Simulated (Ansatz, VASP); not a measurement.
One calculation of Hf4B7, two programs

```xyz
11
Lattice="6.2800 0.0000 0.0000 -3.1400 5.4386 0.0000 0.0000 0.0000 3.4800" Properties=species:S:1:pos:R:3 pbc="T T T"
Hf   -0.0153   -0.0088    0.0000
Hf   -1.5700    2.7193    0.0000
Hf    3.1553   -0.0088    0.0000
Hf    1.5700    2.7370    0.0000
B    -0.0387    1.8352    1.7400
B    -1.5700    4.4875    1.7400
B    -0.0109    3.6195    1.7400
B     3.1787    1.8352    1.7400
B     4.7100    0.9190    1.7400
B     1.5700    4.5322    1.7400
B     3.1509    3.6195    1.7400
```

Alike in both runs: functional PBEsol; k mesh 3 × 3 × 4; no spin polarisation.

Ansatz relaxed the structure, and its values are those at the end. VASP's run is a single point on that final structure, the one shown.

```csv
,VASP,Ansatz
version,VASP 6.6.1,Ansatz 0.2.0
potentials or method,"VASP PAW PBE potentials, release 64 (Hf_pv, B)","plane waves, PAW"
plane-wave cutoff (eV),420,420
occupations,"fermi-dirac, width 0.1 eV",fermi-dirac
valence electrons in the cell,61,125
```

Ansatz gave:

* gap on the k mesh at the Fermi level (eV): none
* rms of the force components (eV/Å): 0.001

**Question.** Estimate VASP's values.

**Answer.** gap on the k mesh at the Fermi level (eV): none; rms of the force components (eV/Å): 0.004.

VASP's potentials were made for PBE, not for PBEsol. A gap of «none» marks a metal or a gap that the smearing closes. VASP's potentials hold 61 valence electrons a cell and Ansatz's 125, so a difference there can come from the potentials and not from the codes.

The k mesh is coarse, so the values compare programs but aren't converged. Neither program's run includes spin-orbit coupling.
